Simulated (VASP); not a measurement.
Here is a VASP 6.6.1 calculation.

The input POSCAR:

```
ZnS
1.0
    3.8110000000      0.0000000000      0.0000000000
   -1.9055000000      3.3004228100      0.0000000000
    0.0000000000      0.0000000000      6.2340000000
Zn S
2 2
Direct
    0.3325511995      0.6659561081      0.0003837274
    0.6667700558      0.3335358837      0.5001290933
    0.3338540440      0.6685139956      0.3840272438
    0.6675301209      0.3325219863      0.8849269589
```

INCAR.step1

```
SYSTEM = ZnS
PREC = Accurate
ENCUT = 550
ISMEAR = 0
SIGMA = 0.1
LREAL = .FALSE.
LASPH = .TRUE.
NELM = 120
NBANDS = 26
GGA = PE
ALGO = Normal
EDIFF = 1E-5
LWAVE = .TRUE.
LCHARG = .FALSE.
GGA_COMPAT = .FALSE.
```

Contents of INCAR.step2:

```
SYSTEM = ZnS
PREC = Accurate
ENCUT = 550
EDIFF = 1E-6
ISMEAR = 0
SIGMA = 0.1
LREAL = .FALSE.
LASPH = .TRUE.
NELM = 120
ALGO = Normal
ISIF = 2
LWAVE = .FALSE.
LCHARG = .TRUE.
METAGGA = R2SCAN
LMIXTAU = .TRUE.
LELF = .TRUE.
LVHAR = .TRUE.
NBANDS = 26
ISTART = 1
GGA_COMPAT = .FALSE.
```

Contents of KPOINTS:

```
regular mesh
0
G
  2 2 1
  0 0 0
```

Potentials or basis: VASP PAW PBE potentials, release 64 (Zn, S).

Command:

```sh
$ cat potpaw_PBE.64/Zn/POTCAR potpaw_PBE.64/S/POTCAR > POTCAR
$ cp INCAR.step1 INCAR
$ mpirun -np 1 vasp_std > vasp.out
$ cp INCAR.step2 INCAR
$ mpirun -np 1 vasp_std > vasp.out
```

(1) What does it give for the pressure?

(2) Estimate the largest force.

(3) Estimate the band gap on the k mesh.

Answers

(1) 1.8 GPa.

(2) 0.395 eV/Å.

(3) 2.78 eV, direct.

Caveat: the k points lie up to 1.01 Å⁻¹ apart; the PAW data sets were made with another functional, which shifts forces and pressure a little.
